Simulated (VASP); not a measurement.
# KHf3 (Pm-3m) in VASP: notebook, part 2 of 3

VASP 6.6.1.

**3. Single point, PBE**

This run uses another cell than the first one, of 25.22 Å³/atom, 1.083 times its volume.

The input, INCAR:

```
SYSTEM = KHf3
  PREC = Accurate
  ENCUT = 520
  EDIFF = 1E-7
  ISMEAR = 0
  SIGMA = 0.1
  LREAL = .FALSE.
  LASPH = .TRUE.
  NELM = 80
  ALGO = Fast
  ISIF = 2
  LWAVE = .FALSE.
  LCHARG = .TRUE.
  GGA = PE
  LELF = .TRUE.
  LVHAR = .TRUE.
  NBANDS = 28
```

The input, KPOINTS:

```
regular mesh
0
G
  4 4 4
  0 0 0
```

The input, POSCAR:

```
KHf3
1.0
    4.6552550741      0.0000000000      0.0000000000
    0.0000000000      4.6552550741      0.0000000000
    0.0000000000      0.0000000000      4.6552550741
K Hf
1 3
Direct
    0.0000000000      0.0000000000      0.0000000000
    0.0000000000      0.5000000000      0.5000000000
    0.5000000000      0.0000000000      0.5000000000
    0.5000000000      0.5000000000      0.0000000000
```

Potentials or basis: VASP PAW PBE potentials, release 64 (K_sv, Hf_pv).

Command:

```bash
$ cat potpaw_PBE.64/K_sv/POTCAR potpaw_PBE.64/Hf_pv/POTCAR > POTCAR
$ mpirun -np 1 vasp_std > vasp.out
```

OUTCAR:

```text
SYSTEM = KHf3
   PREC = Accurate
   ENCUT = 520
   EDIFF = 1E-7
   ISMEAR = 0
   LREAL = .FALSE.
   LASPH = .TRUE.
   NELM = 80
   ISIF = 2
   GGA = PE

 ion  position               nearest neighbor table
   1  0.000  0.000  0.000-   2 3.29   3 3.29   4 3.29   2 3.29   3 3.29   2 3.29   4 3.29   2 3.29
                             3 3.29   4 3.29   3 3.29   4 3.29
   2  0.000  0.500  0.500-   1 3.29   3 3.29   4 3.29   1 3.29   4 3.29   1 3.29   3 3.29   1 3.29
                             3 3.29   4 3.29   4 3.29   3 3.29
   3  0.500  0.000  0.500-   1 3.29   2 3.29   4 3.29   1 3.29   4 3.29   2 3.29   4 3.29   4 3.29
                             1 3.29   2 3.29   1 3.29   2 3.29
   4  0.500  0.500  0.000-   1 3.29   2 3.29   3 3.29   2 3.29   3 3.29   1 3.29   3 3.29   3 3.29
[... 498 lines left out ...]
  -------------------------------------------------------------------------------------
  Total       -0.2706877     -0.2706877     -0.2706877     -0.0000000     -0.0000000      0.0000000
  in kB       -4.2988143     -4.2988143     -4.2988143     -0.0000000     -0.0000000      0.0000000
  external PRESSURE =      -4.2988143 kB  Pullay stress =       0.0000000 kB

 VOLUME and BASIS-vectors are now :
 -----------------------------------------------------------------------------
  energy-cutoff  :      520.00
  volume of cell :      100.89
      direct lattice vectors                 reciprocal lattice vectors
     4.655255074  0.000000000  0.000000000     0.214811000  0.000000000  0.000000000
     0.000000000  4.655255074  0.000000000     0.000000000  0.214811000  0.000000000
     0.000000000  0.000000000  4.655255074     0.000000000  0.000000000  0.214811000

 POSITION                                       TOTAL-FORCE (eV/Angst)
 -----------------------------------------------------------------------------------
      0.00000      0.00000      0.00000         0.000000      0.000000      0.000000
      0.00000      2.32763      2.32763         0.000000      0.000000      0.000000
      2.32763      0.00000      2.32763         0.000000      0.000000      0.000000
      2.32763      2.32763      0.00000         0.000000      0.000000      0.000000
 -----------------------------------------------------------------------------------
    total drift:                                0.000000      0.000000      0.000000

  FREE ENERGIE OF THE ION-ELECTRON SYSTEM (eV)
  ---------------------------------------------------
  free  energy   TOTEN  =       -26.6222276997 eV

  energy  without entropy=      -26.6041411261  energy(sigma->0) =      -26.61318441
```

OSZICAR:

```text
N       E                     dE             d eps       ncg     rms          rms(c)
DAV:   1     0.184114058667E+03    0.18411E+03   -0.20843E+04   560   0.131E+03
DAV:   2    -0.177610663397E+02   -0.20188E+03   -0.19650E+03   664   0.340E+02
DAV:   3    -0.274778019435E+02   -0.97167E+01   -0.94866E+01   896   0.488E+01
[... 13 lines left out ...]
RMM:  17    -0.266222270596E+02   -0.33768E-06   -0.47381E-06   620   0.532E-03    0.134E-03
RMM:  18    -0.266222273240E+02   -0.26440E-06   -0.32581E-06   566   0.404E-03    0.596E-04
RMM:  19    -0.266222274091E+02   -0.85056E-07   -0.17298E-06   516   0.314E-03    0.900E-04
RMM:  20    -0.266222276249E+02   -0.21588E-06   -0.16053E-06   487   0.256E-03    0.462E-04
RMM:  21    -0.266222276997E+02   -0.74807E-07   -0.86151E-07   441   0.211E-03
   1 F= -.26622228E+02 E0= -.26613184E+02  d E =-.180866E-01
```

stdout:

```text
POSCAR found type information on POSCAR K Hf
 POSCAR found :  2 types and       4 ions
 scaLAPACK will be used
 LDA part: xc-table for (Slater+PW92), standard interpolation
 POSCAR, INCAR and KPOINTS ok, starting setup
 FFT: planning ... GRIDC
 FFT: planning ... GRID_SOFT
 FFT: planning ... GRID
 WAVECAR not read
 entering main loop
 num prob  num prob  num prob  num prob  num prob  num prob RMM:  17    -0.266222270596E+02   -0.33768E-06   -0.47381E-06   620   0.532E-03    0.134E-03
 num prob WARNING in EDDRMM: call to ZHEGV failed, returncode =   8  4     22
 num prob RMM:  18    -0.266222273240E+02   -0.26440E-06   -0.32581E-06   566   0.404E-03    0.596E-04
 num prob  num prob  num prob  num prob  num prob  num prob  num prob RMM:  19    -0.266222274091E+02   -0.85056E-07   -0.17298E-06   516   0.314E-03    0.900E-04
 num prob WARNING in EDDRMM: call to ZHEGV failed, returncode =   6  3     22
 num prob  num prob  num prob RMM:  20    -0.266222276249E+02   -0.21588E-06   -0.16053E-06   487   0.256E-03    0.462E-04
 num prob  num prob  num prob  num prob  num prob  num prob  num prob  num prob  num prob RMM:  21    -0.266222276997E+02   -0.74807E-07   -0.86151E-07   441   0.211E-03
```

It took 72 s on 1 thread of Intel Xeon 8259CL, shared host; peak memory 0.21 GiB.

Results:

```
Free energy : -26.6222 eV
Pressure    : -0.4 GPa
```

Caveat: spin-orbit coupling is left out, which moves the levels of the heavy elements.

**4. Relaxation of cell and atoms, PBE**

The input, INCAR:

```
PREC = Accurate ; ENCUT = 600
EDIFF = 1E-6 ; ISMEAR = 0
SIGMA = 0.1 ; LREAL = False
LASPH = True ; NELM = 80
ALGO = Normal ; ISIF = 3
LWAVE = False ; LCHARG = False
GGA = PE ; IBRION = 2
NSW = 90 ; EDIFFG = -0.04
```

The input, KPOINTS:

```
regular mesh
0
Gamma
  4 4 4
```

The input, POSCAR:

```
KHf3
1.0
    4.5335347521      0.0000000000      0.0000000000
    0.0000000000      4.5335347521      0.0000000000
    0.0000000000      0.0000000000      4.5335347521
K Hf
1 3
Direct
    0.0000000000      0.0000000000      0.0000000000
    0.0000000000      0.5000000000      0.5000000000
    0.5000000000      0.0000000000      0.5000000000
    0.5000000000      0.5000000000      0.0000000000
```

Potentials or basis: VASP PAW PBE potentials, release 64 (K_sv, Hf_pv).

Command:

```bash
$ cat potpaw_PBE.64/K_sv/POTCAR potpaw_PBE.64/Hf_pv/POTCAR > POTCAR
$ mpirun -np 1 vasp_std > vasp.out
```

OUTCAR:

```text
PREC = Accurate
   ENCUT = 600
   EDIFF = 1E-6
   ISMEAR = 0
   LREAL = False
   LASPH = True
   NELM = 80
   ISIF = 3
   GGA = PE
   IBRION = 2
   NSW = 90
   EDIFFG = -0.04

 ion  position               nearest neighbor table
   1  0.000  0.000  0.000-   2 3.21   3 3.21   4 3.21   2 3.21   3 3.21   2 3.21   4 3.21   2 3.21
                             3 3.21   4 3.21   3 3.21   4 3.21
   2  0.000  0.500  0.500-   1 3.21   3 3.21   4 3.21   1 3.21   4 3.21   1 3.21   3 3.21   1 3.21
                             3 3.21   4 3.21   4 3.21   3 3.21
   3  0.500  0.000  0.500-   1 3.21   2 3.21   4 3.21   1 3.21   4 3.21   2 3.21   4 3.21   4 3.21
                             1 3.21   2 3.21   1 3.21   2 3.21
   4  0.500  0.500  0.000-   1 3.21   2 3.21   3 3.21   2 3.21   3 3.21   1 3.21   3 3.21   3 3.21
                             1 3.21   2 3.21   2 3.21   1 3.21

  LATTYP: Found a simple cubic cell.
 ALAT       =     4.5335347521

  Lattice vectors:

 A1 = (   4.5335347521,   0.0000000000,   0.0000000000)
 A2 = (   0.0000000000,   4.5335347521,   0.0000000000)
 A3 = (   0.0000000000,   0.0000000000,   4.5335347521)

Analysis of symmetry for initial positions (statically):
=====================================================================
[... 151 lines left out ...]

--------------------------------------- Ionic step        1  -------------------------------------------

 number of electron      38.9999998 magnetization

 Free energy of the ion-electron system (eV)
  ---------------------------------------------------
  ext. energy  EPLUGINS =         0.00000000
  ---------------------------------------------------
  free energy    TOTEN  =       -26.51512907 eV

  energy without entropy =      -26.49518643  energy(sigma->0) =      -26.50515775

------------------------ aborting loop because EDIFF is reached ----------------------------------------

  FORCE on cell =-STRESS in cart. coord.  units (eV):
  Direction    XX          YY          ZZ          XY          YZ          ZX
  --------------------------------------------------------------------------------------
  -------------------------------------------------------------------------------------
  Total        3.0113206      3.0113206      3.0113206      0.0000000     -0.0000000     -0.0000000
  in kB       51.7793661     51.7793661     51.7793661      0.0000000     -0.0000000     -0.0000000
  external PRESSURE =      51.7793661 kB  Pullay stress =       0.0000000 kB
[... 63 lines left out ...]
--------------------------------------- Ionic step        3  -------------------------------------------

 number of electron      39.0000008 magnetization

 Free energy of the ion-electron system (eV)
  ---------------------------------------------------
  ext. energy  EPLUGINS =         0.00000000
  ---------------------------------------------------
  free energy    TOTEN  =       -26.62261652 eV

  energy without entropy =      -26.60448631  energy(sigma->0) =      -26.61355141

 E-fermi :   3.6713     XC(G=0): -10.3828

 val. band max:        3.5240217839   @ k =   0.5000   0.5000   0.2500
 cond. band min:       3.6866532086   @ k =   0.5000   0.2500   0.2500
 fundamental gap:      0.1626314247
 Fermi energy:         3.6712680781

 k-point     1 :       0.0000    0.0000    0.0000
  band No.  band energies     occupation
      1     -27.3844      2.00000
      2     -27.3844      2.00000
      3     -27.3844      2.00000
      4     -27.2273      2.00000
      5     -27.2273      2.00000
      6     -27.2273      2.00000
[... 280 lines left out ...]
  FREE ENERGIE OF THE ION-ELECTRON SYSTEM (eV)
  ---------------------------------------------------
  free  energy   TOTEN  =       -26.6226165159 eV

  energy  without entropy=      -26.6044863102  energy(sigma->0) =      -26.61355141

 reached required accuracy - stopping structural energy minimisation
```

OSZICAR:

```text
N       E                     dE             d eps       ncg     rms          rms(c)
DAV:   1     0.195015988804E+03    0.19502E+03   -0.22882E+04   460   0.178E+03
DAV:   2    -0.136885890931E+02   -0.20870E+03   -0.20602E+03   537   0.406E+02
DAV:   3    -0.269537386217E+02   -0.13265E+02   -0.12715E+02   769   0.592E+01
[... 27 lines left out ...]
DAV:   4    -0.266217258021E+02    0.44452E-02   -0.25474E-02   695   0.865E-01    0.514E-01
DAV:   5    -0.266224932602E+02   -0.76746E-03   -0.23983E-03   673   0.199E-01    0.146E-01
DAV:   6    -0.266225952900E+02   -0.10203E-03   -0.44854E-04   617   0.113E-01    0.530E-02
DAV:   7    -0.266226164866E+02   -0.21197E-04   -0.39792E-05   559   0.321E-02    0.159E-02
DAV:   8    -0.266226165159E+02   -0.29339E-07   -0.31041E-06   366   0.117E-02
   3 F= -.26622617E+02 E0= -.26613551E+02  d E =-.107487E+00
```

CONTCAR:

```text
KHf3
   1.00000000000000
     4.6445269276615555   -0.0000000000000000   -0.0000000000000000
     0.0000000000000000    4.6445269276615555   -0.0000000000000000
    -0.0000000000000000   -0.0000000000000000    4.6445269276615555
  K               Hf
     1     3
Direct
     0.0000000000000000    0.0000000000000000    0.0000000000000000
     0.0000000000000000    0.5000000000000000    0.5000000000000000
     0.5000000000000000    0.0000000000000000    0.5000000000000000
     0.5000000000000000    0.5000000000000000    0.0000000000000000

  0.00000000E+00  0.00000000E+00  0.00000000E+00
  0.00000000E+00  0.00000000E+00  0.00000000E+00
  0.00000000E+00  0.00000000E+00  0.00000000E+00
  0.00000000E+00  0.00000000E+00  0.00000000E+00
```

Run time: 86 s. Hardware: 1 thread of Intel Xeon 8259CL, shared host; peak memory 0.22 GiB.

What came out:

```
Free energy                            : -26.6226 eV
Relaxed volume                         : 25.05 Å³/atom
Relaxed cell                           : a = 4.645 Å, b = 4.645 Å, c = 4.645 Å, α = 90.00°, β = 90.00°, γ = 90.00°
Space group after relaxing (to 0.05 Å) : Pm-3m (No. 221)
Energy gained by relaxing              : 26.9 meV/atom
Ionic steps                            : 3
Pressure after relaxing                : 0.0 GPa
```

Step by step:
| step | energy change (eV) | largest force (eV/Å) | pressure (GPa) | volume (Å³) |
| --- | --- | --- | --- | --- |
| 1 | 0.0000 | 0.0000 | 5.18 | 93.18 |
| 2 | -0.0846 | 0.0000 | -2.04 | 103.70 |
| 3 | -0.1075 | 0.0000 | 0.01 | 100.19 |

Final structure:
```cif
data_structure
_symmetry_space_group_name_H-M 'P 1'
_symmetry_Int_Tables_number 1
_cell_length_a 4.6445
_cell_length_b 4.6445
_cell_length_c 4.6445
_cell_angle_alpha 90.000
_cell_angle_beta 90.000
_cell_angle_gamma 90.000
_cell_volume 100.19
loop_
_atom_site_label
_atom_site_type_symbol
_atom_site_fract_x
_atom_site_fract_y
_atom_site_fract_z
_atom_site_occupancy
K1 K 0.00000 0.00000 0.00000 1
Hf1 Hf 0.00000 0.50000 0.50000 1
Hf2 Hf 0.50000 0.00000 0.50000 1
Hf3 Hf 0.50000 0.50000 0.00000 1
```

Caveat: spin-orbit coupling is left out, which moves the levels of the heavy elements.

[end of part 2 of 3]
